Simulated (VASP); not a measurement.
# Mg2CdN2 (P-3m1) in VASP: notebook

Mg2CdN2 is run at these levels: PBE, PBE+U; tasks: single point.

Program: VASP 6.6.1. These are calculated values, not measurements. Logs are shortened: lines on timing, memory, paths and dates and some standing lists are left out, and cuts for length are marked.

## Step 1: The cell of the first run

The structure is trigonal, space group P-3m1 (No. 164). The conventional cell has a = 3.553 Å, b = 3.553 Å, c = 5.984 Å, α = 90.00°, β = 90.00°, γ = 120.00°. Within 2.8 Å of Mg (site symmetry 3m) lie 4 N at 2.10 to 2.28 Å and 3 Mg at 2.75 Å. Cd (site symmetry -3m) has 6 N at 2.62 Å and 6 Mg at 2.92 Å within 3.5 Å. N (site symmetry 3m) has 4 Mg at 2.10 to 2.28 Å and 3 Cd at 2.62 Å within 2.8 Å.

## Step 2: Single point, PBE

INCAR

```
SYSTEM = Mg2CdN2
ALGO = Normal ; EDIFF = 1E-6
ENCUT = 600 ; GGA = PE
GGA_COMPAT = .False. ; ISIF = 2
ISMEAR = 0 ; ISYM = 0
LASPH = .True. ; LCHARG = .False.
LREAL = .False. ; LWAVE = .False.
NBANDS = 21 ; NELM = 120
PREC = Accurate ; SIGMA = 0.1
```

KPOINTS

```
k-points
0
Gamma
  1 5 3
  0 0 0
```

POSCAR

```
Mg2CdN2
1.0
    3.5528825911      0.0000000000      0.0000000000
   -1.7764412955      3.0768865806      0.0000000000
    0.0000000000      0.0000000000      5.9838310064
Mg Cd N
2 1 2
Direct
    0.6666666667      0.3333333333      0.1534420000
    0.3333333333      0.6666666667      0.8465580000
    0.0000000000      0.0000000000      0.5000000000
    0.6666666667      0.3333333333      0.7722310000
    0.3333333333      0.6666666667      0.2277690000
```

Potentials or basis: VASP PAW PBE potentials, release 64 (Mg, Cd, N).

Started as:

```sh
> cat potpaw_PBE.64/Mg/POTCAR potpaw_PBE.64/Cd/POTCAR potpaw_PBE.64/N/POTCAR > POTCAR
> mpirun -np 1 vasp_std > vasp.out
```

OUTCAR:

```text
SYSTEM = Mg2CdN2
   EDIFF = 1E-6
   ENCUT = 600
   GGA = PE
   ISIF = 2
   ISMEAR = 0
   ISYM = 0
   LASPH = .True.
   LREAL = .False.
   NELM = 120
   PREC = Accurate

 ion  position               nearest neighbor table
   1  0.667  0.333  0.153-   5 2.10   5 2.10   5 2.10   4 2.28   2 2.75   2 2.75   2 2.75   3 2.92
                             3 2.92   3 2.92
   2  0.333  0.667  0.847-   4 2.10   4 2.10   4 2.10   5 2.28   1 2.75   1 2.75   1 2.75   3 2.92
                             3 2.92   3 2.92
   3  0.000  0.000  0.500-   4 2.62   5 2.62   4 2.62   5 2.62   4 2.62   5 2.62   1 2.92   2 2.92
                             2 2.92   1 2.92   1 2.92   2 2.92
   4  0.667  0.333  0.772-   2 2.10   2 2.10   2 2.10   1 2.28   3 2.62   3 2.62   3 2.62
   5  0.333  0.667  0.228-   1 2.10   1 2.10   1 2.10   2 2.28   3 2.62   3 2.62   3 2.62

IMPORTANT INFORMATION: All symmetrisations will be switched off!
NOSYMM: (Re-)initialisation of all symmetry stuff for point group C_1.

----------------------------------------------------------------------------------------

                                     Primitive cell

  volume of cell :      65.4141

  direct lattice vectors                    reciprocal lattice vectors
     3.552882591  0.000000000  0.000000000     0.281461595  0.162501927  0.000000000
    -1.776441295  3.076886581  0.000000000     0.000000000  0.325003855  0.000000000
     0.000000000  0.000000000  5.983831006     0.000000000  0.000000000  0.167117019

  length of vectors
     3.552882591  3.552882591  5.983831006     0.325003855  0.325003855  0.167117019

  position of ions in fractional coordinates (direct lattice)
     0.666666667  0.333333333  0.153442000
     0.333333333  0.666666667  0.846558000
     0.000000000  0.000000000  0.500000000
     0.666666667  0.333333333  0.772231000
     0.333333333  0.666666667  0.227769000

  ion indices of the primitive-cell ions
   primitive index   ion index
                 1           1
                 2           2
                 3           3
                 4           4
                 5           5

----------------------------------------------------------------------------------------

 KPOINTS: k-points

Automatic generation of k-mesh.
 Grid dimensions read from file:
 generate k-points for:    1    5    3

 Generating k-lattice:

  Cartesian coordinates                     Fractional coordinates (reciprocal lattice)
     0.281461595  0.162501927  0.000000000     1.000000000 -0.000000000  0.000000000
     0.000000000  0.065000771  0.000000000     0.000000000  0.200000000  0.000000000
     0.000000000  0.000000000  0.055705673     0.000000000  0.000000000  0.333333333

  Length of vectors
     0.325003855  0.065000771  0.055705673

  Shift w.r.t. Gamma in fractional coordinates (k-lattice)
     0.000000000  0.000000000  0.000000000

 -----------------------------------------------------------------------------
|                                                                             |
|           W    W    AA    RRRRR   N    N  II  N    N   GGGG   !!!           |
|           W    W   A  A   R    R  NN   N  II  NN   N  G    G  !!!           |
|           W    W  A    A  R    R  N N  N  II  N N  N  G       !!!           |
|           W WW W  AAAAAA  RRRRR   N  N N  II  N  N N  G  GGG   !            |
|           WW  WW  A    A  R   R   N   NN  II  N   NN  G    G                |
|           W    W  A    A  R    R  N    N  II  N    N   GGGG   !!!           |
|                                                                             |
|     Your reciprocal lattice and k-lattice belong to different lattice       |
|     classes:                                                                |
|                                                                             |
|        The reciprocal lattice is hexagonal,                                 |
|        whereas your k-lattice is base centered orthorhombic.                |
|                                                                             |
|     Results are often still useful ...                                      |
|                                                                             |
 -----------------------------------------------------------------------------

 WARNING: IBZKPT: internal override: KBLOWUP is changed to .FALSE.
      ... skipping the blow-up phase ...

 Subroutine IBZKPT returns following result:
 ===========================================

 Found      8 irreducible k-points:

 Following reciprocal coordinates:
            Coordinates               Weight
  0.000000  0.000000  0.000000      1.000000
  0.000000  0.200000  0.000000      2.000000
  0.000000  0.400000  0.000000      2.000000
  0.000000  0.000000  0.333333      2.000000
  0.000000  0.200000  0.333333      2.000000
  0.000000  0.400000  0.333333      2.000000
  0.000000 -0.400000  0.333333      2.000000
[... 32 lines left out ...]
   EMIN   =  10.00;   EMAX   =-10.00  energy-range for DOS
   EFERMI =   0.00;   METHOD = LEGACY
   ISMEAR =     0;   SIGMA  =   0.10  broadening in eV -4-tet -1-fermi 0-gaus
   EFERMI_NEDOS =   21; number of points for ismear=-14 and -15
   IALGO  =     38    algorithm
   IMIX   =      4    mixing-type and parameters
     AMIX     =   0.40;   BMIX     =  1.00
     AMIX_MAG =   1.60;   BMIX_MAG =  1.00
  volume/ion in A,a.u.               =      13.08        88.29
  Fermi-wavevector in a.u.,A,eV,Ry     =   1.203674  2.274613 19.712530  1.448830
  Thomas-Fermi vector in A             =   2.339420
   LORBIT       =      0    0 simple, 1 ext, 2 COOP (PROOUT), +10 PAW based schemes
   GGA     = PE    functional components
   LHFCALC =     F    Hartree Fock is set to
   AEXX    =    0.0000 exact exchange contribution
   IVDW    =     0    specifies the selected vdW correction
   LEPSILON=     F    determine dielectric tensor
   LRPA    =     F    only Hartree local field effects (RPA)
 non-spin polarized calculation
 Gauss-broadening in eV      SIGMA  =   0.10
  energy-cutoff  :      600.00
  volume of cell :       65.41
 maximum number of plane-waves:      2196
   NGX = 15   NGY = 15   NGZ = 23

 number of electron      26.0000004 magnetization

 Free energy of the ion-electron system (eV)
  ---------------------------------------------------
  ext. energy  EPLUGINS =         0.00000000
  ---------------------------------------------------
  free energy    TOTEN  =       -19.77905149 eV

  energy without entropy =      -19.77131730  energy(sigma->0) =      -19.77518440

 E-fermi :   3.1952     XC(G=0): -10.5784

 val. band max:        3.0972909306   @ k =   0.0000   0.0000   0.3333
 cond. band min:       3.2440012308   @ k =   0.0000   0.0000   0.0000
 fundamental gap:      0.1467103002
 Fermi energy:         3.1952199709

 k-point     1 :       0.0000    0.0000    0.0000
  band No.  band energies     occupation
      1     -10.1494      2.00000
      2      -9.0686      2.00000
      3      -5.1114      2.00000
      4      -4.9691      2.00000
      5      -4.9500      2.00000
      6      -4.7922      2.00000
[... 13 lines left out ...]
     20      14.6906      0.00000
     21      14.8389      0.00000

 k-point     2 :       0.0000    0.2000    0.0000
  band No.  band energies     occupation
      1      -9.8473      2.00000
      2      -9.0000      2.00000
      3      -5.0916      2.00000
      4      -4.9406      2.00000
      5      -4.8501      2.00000
      6      -4.8002      2.00000
[... 13 lines left out ...]
     20      12.8868      0.00000
     21      13.4177      0.00000

 k-point     3 :       0.0000    0.4000    0.0000
  band No.  band energies     occupation
      1      -9.2257      2.00000
      2      -8.9341      2.00000
      3      -5.2112      2.00000
      4      -4.9023      2.00000
      5      -4.8968      2.00000
      6      -4.5892      2.00000
[... 13 lines left out ...]
     20      12.3337      0.00000
     21      14.0782      0.00000
[... 73 lines left out ...]
 k-point     7 :       0.0000   -0.4000    0.3333
  band No.  band energies     occupation
      1      -9.2689      2.00000
      2      -8.8624      2.00000
      3      -5.2192      2.00000
      4      -4.9000      2.00000
      5      -4.8848      2.00000
      6      -4.6017      2.00000
[... 13 lines left out ...]
     20      12.1776      0.00000
     21      13.6417      0.00000

 k-point     8 :       0.0000   -0.2000    0.3333
  band No.  band energies     occupation
      1      -9.6926      2.00000
      2      -9.1884      2.00000
      3      -5.0933      2.00000
      4      -4.9300      2.00000
      5      -4.8519      2.00000
      6      -4.8002      2.00000
[... 13 lines left out ...]
     20      12.4995      0.00000
     21      13.3466      0.00000

------------------------ aborting loop because EDIFF is reached ----------------------------------------

  FORCE on cell =-STRESS in cart. coord.  units (eV):
  Direction    XX          YY          ZZ          XY          YZ          ZX
  --------------------------------------------------------------------------------------
  -------------------------------------------------------------------------------------
  Total       -1.9368590      0.3545693      2.3237185     -0.0000014     -0.0996167      0.0000001
  in kB      -47.4391517      8.6844041     56.9144349     -0.0000339     -2.4398958      0.0000036
  external PRESSURE =       6.0532291 kB  Pullay stress =       0.0000000 kB

 VOLUME and BASIS-vectors are now :
 -----------------------------------------------------------------------------
  energy-cutoff  :      600.00
  volume of cell :       65.41
      direct lattice vectors                 reciprocal lattice vectors
     3.552882591  0.000000000  0.000000000     0.281461595  0.162501927  0.000000000
    -1.776441295  3.076886581  0.000000000     0.000000000  0.325003855  0.000000000
     0.000000000  0.000000000  5.983831006     0.000000000  0.000000000  0.167117019

 POSITION                                       TOTAL-FORCE (eV/Angst)
 -----------------------------------------------------------------------------------
      1.77644      1.02563      0.91817         0.000000      0.735716      0.233273
     -0.00000      2.05126      5.06566        -0.000000     -0.735715     -0.233286
      0.00000      0.00000      2.99192        -0.000000      0.000002     -0.000003
      1.77644      1.02563      4.62090         0.000001      1.005299      0.948004
     -0.00000      2.05126      1.36293        -0.000001     -1.005301     -0.947989
 -----------------------------------------------------------------------------------
    total drift:                               -0.000000     -0.000002     -0.000010

  FREE ENERGIE OF THE ION-ELECTRON SYSTEM (eV)
  ---------------------------------------------------
  free  energy   TOTEN  =       -19.7790514906 eV

  energy  without entropy=      -19.7713173038  energy(sigma->0) =      -19.77518440
```

Run time: 33 s. Hardware: 1 thread of Intel Xeon 8259CL, shared host; peak memory 0.19 GiB.

What came out:

```
Free energy            : -19.7791 eV
Pressure               : 0.6 GPa
Largest force          : 1.382 eV/Å
Band gap on the k mesh : 0.15 eV, indirect (least direct gap 0.37 eV)
```

Forces in eV/Å, atoms in the order of the input:
```
Mg   0.000  0.736  0.233
Mg   0.000 -0.736 -0.233
Cd   0.000  0.000  0.000
N    0.000  1.005  0.948
N    0.000 -1.005 -0.948
```

Stress tensor (GPa, compression positive):
```
-4.74  0.00  0.00
 0.00  0.87 -0.24
 0.00 -0.24  5.69
```

Levels at points of the mesh, in eV from the valence-band top:
| k point | band 10 | band 11 | band 12 | band 13 | band 14 | band 15 | band 16 | band 17 |
| --- | --- | --- | --- | --- | --- | --- | --- | --- |
| (0.00, 0.00, 0.00) | -0.42 | -0.42 | -0.23 | -0.23 | 0.15 | 4.00 | 6.81 | 8.72 |

Caveat: the k points lie up to 2.04 Å⁻¹ apart; forces of over 1 eV/Å act on the atoms, so gaps and moduli don't describe the material at rest.

## Step 3: Single point, PBE+U

INCAR

```
SYSTEM = Mg2CdN2
PREC     = Accurate       ! precision mode
ENCUT    = 600            ! plane-wave cutoff, eV
EDIFF    = 1E-6           ! SCF threshold, eV
ISMEAR   = 0              ! smearing method
SIGMA    = 0.1            ! smearing width, eV
LREAL    = .FALSE.        ! projectors in reciprocal space
LASPH    = .TRUE.         ! aspherical terms in the spheres
NELM     = 200            ! most SCF steps
ALGO     = Normal         ! electronic algorithm
ISIF     = 2              ! what is computed and relaxed
LWAVE    = .FALSE.        ! write WAVECAR
LCHARG   = .FALSE.        ! write CHGCAR
LDAU     = .TRUE.         ! DFT+U
LDAUTYPE = 2            
LDAUL    = -1 2 -1        ! shell
LDAUU    = 0 2.4 0        ! U, eV
LDAUJ    = 0 0 0        
LDAUPRINT= 1            
GGA      = PE             ! functional
NBANDS   = 21             ! bands
GGA_COMPAT= .FALSE.
```

KPOINTS

```
regular mesh
0
G
  3 3 2
  0 0 0
```

POSCAR is that of step 2.

Potentials or basis: VASP PAW PBE potentials, release 64 (Mg, Cd, N).

Started as:

```sh
> cat potpaw_PBE.64/Mg/POTCAR potpaw_PBE.64/Cd/POTCAR potpaw_PBE.64/N/POTCAR > POTCAR
> mpirun -np 1 vasp_std > vasp.out
```

It took 30 s on 1 thread of Intel Xeon 8259CL, shared host; peak memory 0.19 GiB.

It converged, with:

```
Free energy            : -21.0705 eV
Pressure               : -1.3 GPa
Largest force          : 0.031 eV/Å
Band gap on the k mesh : 0.44 eV, indirect (least direct gap 0.67 eV)
```

Forces on the atoms (eV/Å):
```
Mg   0.000  0.000  0.031
Mg   0.000  0.000 -0.031
Cd   0.000  0.000  0.000
N    0.000  0.000  0.016
N    0.000  0.000 -0.016
```

Stress tensor (GPa, compression positive):
```
-1.04  0.00  0.00
 0.00 -1.04  0.00
 0.00  0.00 -1.73
```

Levels at points of the mesh, in eV from the valence-band top:
```csv
k point,band 10,band 11,band 12,band 13,band 14,band 15,band 16,band 17
"(0.00, 0.00, 0.00)",-0.25,-0.25,-0.23,-0.23,0.44,4.32,7.01,9.14
"(0.00, 0.00, 0.50)",-0.46,-0.46,0.00,0.00,3.08,3.10,7.77,8.93
```

Eigenvalues of the final occupation matrices:
| site | spin | trace | eigenvalues |
| --- | --- | --- | --- |
| site 3 d | 1 | 4.87 | 0.97 0.97 0.97 0.98 0.98 |
| site 3 d | 2 | 4.87 | 0.97 0.97 0.97 0.98 0.98 |

Caveat: the k points lie up to 0.68 Å⁻¹ apart. A k mesh can miss the band edges.

## Step 4: Single point, PBE+U

INCAR

```
ALGO = Normal
EDIFF = 1E-6
ENCUT = 600
GGA = PE
GGA_COMPAT = False
ISIF = 2
ISMEAR = -1
LASPH = True
LCHARG = True
LDAU = True
LDAUJ = 0 0.48 0
LDAUL = -1 2 -1
LDAUPRINT = 1
LDAUTYPE = 1
LDAUU = 0 3.5 0
LELF = True
LREAL = False
LVHAR = True
LWAVE = False
NBANDS = 21
NELM = 200
PREC = Accurate
SIGMA = 0.011
```

KPOINTS

```
k-points
0
Gamma
  3 3 2
```

POSCAR is that of step 3.

Started as:

```sh
> cat potpaw_PBE.64/Mg/POTCAR potpaw_PBE.64/Cd/POTCAR potpaw_PBE.64/N/POTCAR > POTCAR
> mpirun -np 1 vasp_std > vasp.out
```

Run time: 31 s. Hardware: 1 thread of Intel Xeon 8259CL, shared host; peak memory 0.19 GiB.

It converged, with:

```
Free energy            : -20.9945 eV
Pressure               : -1.4 GPa
Largest force          : 0.029 eV/Å
Band gap on the k mesh : 0.46 eV, indirect (least direct gap 0.68 eV)
```

Forces on the atoms (eV/Å):
```
Mg   0.000  0.000  0.029
Mg   0.000  0.000 -0.029
Cd   0.000  0.000  0.000
N    0.000  0.000 -0.002
N    0.000  0.000  0.002
```

Stress tensor (GPa, compression positive):
```
-1.18  0.00  0.00
 0.00 -1.18  0.00
 0.00  0.00 -1.89
```

Levels at points of the mesh, in eV from the valence-band top:
| k point | band 9 | band 10 | band 11 | band 12 | band 13 | band 14 | band 15 | band 16 | band 17 | band 18 |
| --- | --- | --- | --- | --- | --- | --- | --- | --- | --- | --- |
| (0.00, 0.00, 0.00) | -0.25 | -0.25 | -0.25 | -0.22 | -0.22 | 0.46 | 4.34 | 7.02 | 9.16 | 9.16 |
| (0.00, 0.00, 0.50) | -2.58 | -0.45 | -0.45 | 0.00 | 0.00 | 3.09 | 3.11 | 7.79 | 8.92 | 9.40 |

Eigenvalues of the final occupation matrices:
```tsv
site	spin	trace	eigenvalues
site 3 d	1	4.88	0.97 0.97 0.97 0.99 0.99
site 3 d	2	4.88	0.97 0.97 0.97 0.99 0.99
```

Caveat: the k points lie up to 0.68 Å⁻¹ apart. A k mesh can miss the band edges.

## Step 5: Single point, PBE

This run uses another cell than the first one, of 11.34 Å³/atom, 0.867 times its volume.

INCAR

```
  ALGO = Normal
  EDIFF = 1E-6
  ENCUT = 600
  GGA = PE
  GGA_COMPAT = F
  ISIF = 2
  ISMEAR = 0
  ISYM = 0
  LASPH = T
  LCHARG = T
  LELF = T
  LREAL = F
  LVHAR = T
  LWAVE = F
  NBANDS = 21
  NELM = 120
  PREC = Accurate
  SIGMA = 0.1
```

KPOINTS

```
k-points
0
Gamma
  2 7 2
```

Changes to POSCAR since step 4:

```diff
@@ -2,5 +2,5 @@
 1.0
-    3.5528825911      0.0000000000      0.0000000000
-   -1.7764412955      3.0768865806      0.0000000000
-    0.0000000000      0.0000000000      5.9838310064
+    3.3878217755      0.0000000000      0.0000000000
+   -1.6939108877      2.9339397211      0.0000000000
+    0.0000000000      0.0000000000      5.7058325076
 Mg Cd N
```

Started as:

```sh
> cat potpaw_PBE.64/Mg/POTCAR potpaw_PBE.64/Cd/POTCAR potpaw_PBE.64/N/POTCAR > POTCAR
> mpirun -np 1 vasp_std > vasp.out
```

Run time: 55 s. Hardware: 1 thread of Intel Xeon 8259CL, shared host; peak memory 0.19 GiB.

It converged, with:

```yaml
Free_energy: -20.8288 eV
Pressure: 20.9 GPa
Largest_force: 0.294 eV/Å
Band_gap_on_the_k_mesh: 1.12 eV, indirect (least direct gap 1.38 eV)
```

Forces in eV/Å, atoms in the order of the input:
```
Mg   0.000  0.151 -0.126
Mg   0.000 -0.151  0.126
Cd   0.000  0.000  0.000
N    0.000  0.247 -0.160
N    0.000 -0.247  0.160
```

Stress tensor (GPa, compression positive):
```
26.16  0.00  0.00
 0.00 20.26 -0.13
 0.00 -0.13 16.19
```

Levels at points of the mesh, in eV from the valence-band top:
```
           k point  band 9  band 10  band 11  band 12  band 13  band 14  band 15  band 16  band 17  band 18
(0.00, 0.00, 0.00)   -0.47    -0.44    -0.41    -0.29    -0.26     1.12     5.00     7.86     9.91     9.92
(0.50, 0.00, 0.00)   -3.51    -2.75    -1.62    -0.93    -0.07     4.25     4.62     5.53     8.03     8.91
(0.00, 0.00, 0.50)   -2.95    -0.67    -0.64    -0.03     0.00     3.77     3.77     8.43    10.12    10.26
(0.50, 0.00, 0.50)   -4.12    -1.51    -1.09    -0.74    -0.46     3.33     3.74     7.28     8.44     8.69
```

Caveat: the k points lie up to 1.07 Å⁻¹ apart. A hybrid or GW would open this gap; PBE tends to underestimate it.

## Step 6: The runs side by side

```tsv
level	U	cell	k mesh	smearing	LDAUTYPE	hund's J	gap on the mesh (eV)	pressure (GPa)	largest force (eV/Å)
PBE	-	a = 3.553, b = 3.553, c = 5.984 Å, angles 90.0, 90.0, 120.0°, 5 atoms	1 × 5 × 3	gaussian 0.1 eV	-	-	0.15	0.6	1.38
PBE+U	Cd d U = 2.4 eV	a = 3.553, b = 3.553, c = 5.984 Å, angles 90.0, 90.0, 120.0°, 5 atoms	3 × 3 × 2	gaussian 0.1 eV	-	-	0.44	-1.3	0.03
PBE+U	Cd d U = 3.5 eV, J = 0.48 eV	a = 3.553, b = 3.553, c = 5.984 Å, angles 90.0, 90.0, 120.0°, 5 atoms	3 × 3 × 2	fermi-dirac 0.011 eV	1	0.48	0.46	-1.4	0.03
PBE	-	a = 3.388, b = 3.388, c = 5.706 Å, angles 90.0, 90.0, 120.0°, 5 atoms	2 × 7 × 2	gaussian 0.1 eV	-	-	1.12	20.9	0.29
```

Alike in all rows: task single point; potentials or basis VASP PAW PBE potentials, release 64 (Mg, Cd, N); no spin polarisation; cutoff (eV) 600.

Caveats: all runs use coarse meshes; forces of over 1 eV/Å act on the atoms, so gaps and moduli don't describe the material at rest (some runs).

Absolute energies hang on the potentials; compare differences alone.
